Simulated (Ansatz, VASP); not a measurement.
## One calculation of Zn, two programs

```
CELL_PARAMETERS angstrom
-1.51634 1.51634 1.51634
1.51634 -1.51634 1.51634
1.51634 1.51634 -1.51634
ATOMIC_POSITIONS crystal
Zn 0.00000 0.00000 0.00000
```

Alike in both runs: task single point; functional PBEsol; k mesh 22 × 22 × 22; occupations gaussian, width 0.15 eV; no spin polarisation.

```csv
,VASP,Ansatz
version,VASP 6.6.1,Ansatz 0.2.0
potentials or method,"VASP PAW PBE potentials, release 64 (Zn), cutoff 520 eV","scalar-relativistic, plane waves, PAW"
valence electrons in the cell,12,12
```

VASP gave:

* gap on the k mesh at the Fermi level (eV): none
* pressure (GPa): 2.9

**Question.** Which values does Ansatz return?

**Answer.** gap on the k mesh at the Fermi level (eV): none; pressure (GPa): 2.4.

VASP's potentials were made for PBE, not for PBEsol. A gap of «none» marks a metal or a gap that the smearing closes. The functional is the same, so the differences come from potentials, cutoffs and numerics.
